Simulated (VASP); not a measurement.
# BeS (rocksalt type) (Fm-3m) in VASP: further runs

BeS (rocksalt type) is run at these levels: PBE; tasks: single point.

Program: VASP 6.6.1. These are calculated values, not measurements. Logs are shortened: lines on timing, memory, paths and dates and some standing lists are left out, and cuts for length are marked.

### Step 1. The cell of the first run

It takes space group Fm-3m (No. 225, cubic). Conventional cell: a = 4.550 Å, b = 4.550 Å, c = 4.550 Å, α = 90.00°, β = 90.00°, γ = 90.00°. Be (site symmetry m-3m) has 6 S at 2.28 Å within 3.0 Å. Within 3.0 Å of S (site symmetry m-3m) lie 6 Be at 2.28 Å.

### Step 2. Single point, PBE (volume scaled by 0.95)

Input file INCAR:

```
PREC = Accurate
ENCUT = 520
EDIFF = 1E-6
ISMEAR = -1
SIGMA = 0.08
LREAL = False
LASPH = True
NELM = 60
ALGO = Normal
ISIF = 2
LWAVE = False
LCHARG = False
GGA = PE
NBANDS = 11
```

Input file KPOINTS:

```
Automatic mesh
0
Gamma
  13 13 13
```

Input file POSCAR:

```
BeS
1.0
    0.0000000000      2.2752257404      2.2752257404
    2.2752257404      0.0000000000      2.2752257404
    2.2752257404      2.2752257404      0.0000000000
Be S
1 1
Direct
    0.0000000000      0.0000000000      0.0000000000
    0.5000000000      0.5000000000      0.5000000000
```

Potentials or basis: VASP PAW PBE potentials, release 64 (Be, S).

Command:

```bash
$ cat potpaw_PBE.64/Be/POTCAR potpaw_PBE.64/S/POTCAR > POTCAR
$ mpirun -np 1 vasp_std > vasp.out
```

OUTCAR:

```text
PREC = Accurate
   ENCUT = 520
   EDIFF = 1E-6
   ISMEAR = -1
   LREAL = False
   LASPH = True
   NELM = 60
   ISIF = 2
   GGA = PE

 ion  position               nearest neighbor table
   1  0.000  0.000  0.000-   2 2.28   2 2.28   2 2.28   2 2.28   2 2.28   2 2.28
   2  0.500  0.500  0.500-   1 2.28   1 2.28   1 2.28   1 2.28   1 2.28   1 2.28

  LATTYP: Found a face centered cubic cell.
 ALAT       =     4.5504514808

  Lattice vectors:

 A1 = (   0.0000000000,   2.2752257404,   2.2752257404)
 A2 = (   2.2752257404,   0.0000000000,   2.2752257404)
 A3 = (   2.2752257404,   2.2752257404,   0.0000000000)

Analysis of symmetry for initial positions (statically):
=====================================================================
 Subroutine PRICEL returns:
 Original cell was already a primitive cell.

 Routine SETGRP: Setting up the symmetry group for a
 face centered cubic supercell.

 Subroutine GETGRP returns: Found 48 space group operations
 (whereof 48 operations were pure point group operations)
 out of a pool of 48 trial point group operations.

The static configuration has the point symmetry O_h .

Analysis of symmetry for dynamics (positions and initial velocities):
=====================================================================
 Subroutine PRICEL returns:
 Original cell was already a primitive cell.

 Routine SETGRP: Setting up the symmetry group for a
 face centered cubic supercell.

 Subroutine GETGRP returns: Found 48 space group operations
 (whereof 48 operations were pure point group operations)
 out of a pool of 48 trial point group operations.

The dynamic configuration has the point symmetry O_h .

 Subroutine INISYM returns: Found 48 space group operations
 (whereof 48 operations are pure point group operations),
 and found     1 'primitive' translations

----------------------------------------------------------------------------------------

                                     Primitive cell

  volume of cell :      23.5561

  direct lattice vectors                    reciprocal lattice vectors
     0.000000000  2.275225740  2.275225740    -0.219758414  0.219758414  0.219758414
     2.275225740  0.000000000  2.275225740     0.219758414 -0.219758414  0.219758414
     2.275225740  2.275225740  0.000000000     0.219758414  0.219758414 -0.219758414

  length of vectors
     3.217655100  3.217655100  3.217655100     0.380632738  0.380632738  0.380632738

  position of ions in fractional coordinates (direct lattice)
     0.000000000  0.000000000  0.000000000
     0.500000000  0.500000000  0.500000000

  ion indices of the primitive-cell ions
   primitive index   ion index
                 1           1
                 2           2

----------------------------------------------------------------------------------------

 KPOINTS: Automatic mesh

Automatic generation of k-mesh.
 Grid dimensions read from file:
 generate k-points for:   13   13   13

 Generating k-lattice:

  Cartesian coordinates                     Fractional coordinates (reciprocal lattice)
    -0.016904493  0.016904493  0.016904493     0.076923077  0.000000000  0.000000000
     0.016904493 -0.016904493  0.016904493     0.000000000  0.076923077  0.000000000
     0.016904493  0.016904493 -0.016904493     0.000000000  0.000000000  0.076923077

  Length of vectors
     0.029279441  0.029279441  0.029279441

  Shift w.r.t. Gamma in fractional coordinates (k-lattice)
     0.000000000  0.000000000  0.000000000

 Subroutine IBZKPT returns following result:
 ===========================================

 Found     84 irreducible k-points:

 Following reciprocal coordinates:
            Coordinates               Weight
  0.000000  0.000000  0.000000      1.000000
  0.076923  0.000000  0.000000      8.000000
  0.153846  0.000000  0.000000      8.000000
  0.230769  0.000000  0.000000      8.000000
  0.307692  0.000000  0.000000      8.000000
  0.384615  0.000000  0.000000      8.000000
[... 16 lines left out ...]
  0.384615  0.153846  0.000000     24.000000
  0.461538  0.153846  0.000000     24.000000
 [... further k-points ...]
   k-points           NKPTS =     84   k-points in BZ     NKDIM =     84   number of bands    NBANDS=     11
   number of dos      NEDOS =    301   number of ions     NIONS =      2
   total plane-waves  NPLWV =  13824
   dimension x,y,z NGX =    24 NGY =   24 NGZ =   24
   dimension x,y,z NGXF=    48 NGYF=   48 NGZF=   48
   ions per type =               1   1
   NGX,Y,Z   is equivalent  to a cutoff of  12.40, 12.40, 12.40 a.u.
   NGXF,Y,Z  is equivalent  to a cutoff of  24.80, 24.80, 24.80 a.u.
 SYSTEM =  unknown system
   PREC   = accura    normal or accurate (medium, high low for compatibility)
   ISTART =      0    job   : 0-new  1-cont  2-samecut
   ICHARG =      2    charge: 1-file 2-atom 10-const
   ISPIN  =      1    spin polarized calculation?
   LNONCOLLINEAR =      F non collinear calculations
   LSORBIT =      F    spin-orbit coupling
   LASPH  =      T    aspherical Exc in radial PAW
   ENCUT  =  520.0 eV  38.22 Ry    6.18 a.u.   5.98  5.98  5.98*2*pi/ulx,y,z
   NELM   =     60;   NELMIN=  2; NELMDL= -5     # of ELM steps
   EDIFF  = 0.1E-05   stopping-criterion for ELM
   LREAL  =      F    real-space projection
   EDIFFG = 0.1E-04   stopping-criterion for IOM
   NSW    =      0    number of steps for IOM
   IBRION =     -1    ionic relax: 0-MD 1-quasi-New 2-CG
   NFREE  =      0    steps in history (QN), initial steepest desc. (CG)
   ISIF   =      2    stress and relaxation
   ISYM   =      2    0-nonsym 1-usesym 2-fastsym
   POTIM  = 0.5000    time-step for ionic-motion
   TEBEG  =    0.0;   TEEND  =   0.0 temperature during run
   PSTRESS=    0.0 pullay stress
   NELECT =       8.0000    total number of electrons
   NUPDOWN=      -1.0000    fix difference up-down
   EMIN   =  10.00;   EMAX   =-10.00  energy-range for DOS
   EFERMI =   0.00;   METHOD = LEGACY
   ISMEAR =    -1;   SIGMA  =   0.08  broadening in eV -4-tet -1-fermi 0-gaus
   EFERMI_NEDOS =   21; number of points for ismear=-14 and -15
   IALGO  =     38    algorithm
   IMIX   =      4    mixing-type and parameters
     AMIX     =   0.40;   BMIX     =  1.00
     AMIX_MAG =   1.60;   BMIX_MAG =  1.00
  volume/ion in A,a.u.               =      11.78        79.48
  Fermi-wavevector in a.u.,A,eV,Ry     =   1.142186  2.158419 17.750023  1.304590
  Thomas-Fermi vector in A             =   2.278885
   LORBIT       =      0    0 simple, 1 ext, 2 COOP (PROOUT), +10 PAW based schemes
   GGA     = PE    functional components
   LHFCALC =     F    Hartree Fock is set to
   AEXX    =    0.0000 exact exchange contribution
   IVDW    =     0    specifies the selected vdW correction
   LEPSILON=     F    determine dielectric tensor
   LRPA    =     F    only Hartree local field effects (RPA)
 non-spin polarized calculation
  energy-cutoff  :      520.00
  volume of cell :       23.56
 maximum number of plane-waves:       646
   NGX = 11   NGY = 11   NGZ = 11

 number of electron       8.0000001 magnetization

 Free energy of the ion-electron system (eV)
  ---------------------------------------------------
  ext. energy  EPLUGINS =         0.00000000
  ---------------------------------------------------
  free energy    TOTEN  =        -8.87243468 eV

  energy without entropy =       -8.87240841  energy(sigma->0) =       -8.87242155

 E-fermi :   7.8717     XC(G=0): -10.8407

 val. band max:        7.2998760988   @ k =  -0.1538   0.1538   0.0000
 cond. band min:       8.3370927632   @ k =   0.4615   0.4615   0.0000
 fundamental gap:      1.0372166644
 Fermi energy:         7.8717264858

 k-point     1 :       0.0000    0.0000    0.0000
  band No.  band energies     occupation
      1      -8.2939      2.00000
      2       6.9671      1.99998
      3       6.9671      1.99998
      4       6.9671      1.99998
      5      13.2220      0.00000
      6      16.0487      0.00000
      7      16.0487      0.00000
      8      16.0487      0.00000
      9      17.1619      0.00000
     10      17.1619      0.00000
     11      17.1619      0.00000

 k-point     2 :       0.0769    0.0000    0.0000
  band No.  band energies     occupation
      1      -8.2008      2.00000
      2       6.3730      2.00000
      3       6.9374      1.99998
      4       6.9374      1.99998
      5      13.4690      0.00000
      6      15.7872      0.00000
      7      15.9016      0.00000
      8      15.9016      0.00000
      9      16.5770      0.00000
     10      16.5770      0.00000
     11      17.4442      0.00000

 k-point     3 :       0.1538    0.0000    0.0000
  band No.  band energies     occupation
      1      -7.9266      2.00000
      2       5.0039      2.00000
      3       6.8660      1.99999
      4       6.8660      1.99999
      5      13.3792      0.00000
      6      14.6084      0.00000
      7      14.6084      0.00000
      8      16.1860      0.00000
      9      17.1364      0.00000
     10      17.1364      0.00000
     11      17.7791      0.00000

 k-point     4 :       0.2308    0.0000    0.0000
  band No.  band energies     occupation
      1      -7.4885      2.00000
      2       3.3972      2.00000
      3       6.7907      2.00000
      4       6.7907      2.00000
      5      12.7757      0.00000
      6      13.3354      0.00000
      7      13.3354      0.00000
      8      17.2655      0.00000
      9      18.2093      0.00000
     10      18.2320      0.00000
     11      18.2320      0.00000
[... 239 lines left out ...]
 k-point    22 :       0.3077    0.1538    0.0000
  band No.  band energies     occupation
      1      -6.9932      2.00000
      2       2.9736      2.00000
      3       5.5429      2.00000
      4       5.8568      2.00000
      5      10.9855      0.00000
      6      13.8990      0.00000
      7      15.1618      0.00000
      8      15.5682      0.00000
      9      18.1634      0.00000
     10      21.0079      0.00000
     11      21.2438      0.00000

 k-point    23 :       0.3846    0.1538    0.0000
  band No.  band energies     occupation
      1      -6.4193      2.00000
      2       1.5775      2.00000
      3       5.4731      2.00000
      4       5.5079      2.00000
      5      10.6157      0.00000
      6      13.7837      0.00000
      7      14.1131      0.00000
      8      16.4994      0.00000
      9      18.6817      0.00000
     10      22.4536      0.00000
     11      22.7092      0.00000

 k-point    24 :       0.4615    0.1538    0.0000
  band No.  band energies     occupation
      1      -5.8720      2.00000
      2       0.4867      2.00000
      3       5.0355      2.00000
      4       5.6333      2.00000
      5      10.5094      0.00000
      6      13.2167      0.00000
      7      13.7070      0.00000
      8      17.9527      0.00000
      9      18.9165      0.00000
     10      23.4574      0.00000
     11      24.1983      0.00000

 [... further k-points ...]
[... 5 lines left out ...]
  --------------------------------------------------------------------------------------
  -------------------------------------------------------------------------------------
  Total        0.8860181      0.8860181      0.8860181      0.0000000      0.0000000      0.0000000
  in kB       60.2628551     60.2628551     60.2628551      0.0000000      0.0000000      0.0000000
  external PRESSURE =      60.2628551 kB  Pullay stress =       0.0000000 kB

 VOLUME and BASIS-vectors are now :
 -----------------------------------------------------------------------------
  energy-cutoff  :      520.00
  volume of cell :       23.56
      direct lattice vectors                 reciprocal lattice vectors
     0.000000000  2.275225740  2.275225740    -0.219758414  0.219758414  0.219758414
     2.275225740  0.000000000  2.275225740     0.219758414 -0.219758414  0.219758414
     2.275225740  2.275225740  0.000000000     0.219758414  0.219758414 -0.219758414

 POSITION                                       TOTAL-FORCE (eV/Angst)
 -----------------------------------------------------------------------------------
      0.00000      0.00000      0.00000         0.000000      0.000000      0.000000
      2.27523      2.27523      2.27523         0.000000     -0.000000     -0.000000
 -----------------------------------------------------------------------------------
    total drift:                               -0.000000     -0.000000      0.000000

  FREE ENERGIE OF THE ION-ELECTRON SYSTEM (eV)
  ---------------------------------------------------
  free  energy   TOTEN  =        -8.8724346811 eV

  energy  without entropy=       -8.8724084131  energy(sigma->0) =       -8.87242155
```

Wall time 12 s (1 thread of Intel Xeon Platinum 8259CL at 2.50GHz (Skylake/Cascade Lake), shared host); peak memory 0.14 GiB.

Results:

```yaml
Free_energy: -8.8724 eV
Pressure: 6.0 GPa
Band_gap_on_the_k_mesh: 1.04 eV, indirect (least direct gap 4.42 eV)
```

Levels at points of the mesh, in eV from the valence-band top:
```csv
k point,band 1,band 2,band 3,band 4,band 5,band 6,band 7,band 8,band 9
"(0.00, 0.00, 0.00)",-15.59,-0.33,-0.33,-0.33,5.92,8.75,8.75,8.75,9.86
```

 A k mesh can miss the band edges.

[end of part 1 of 2]
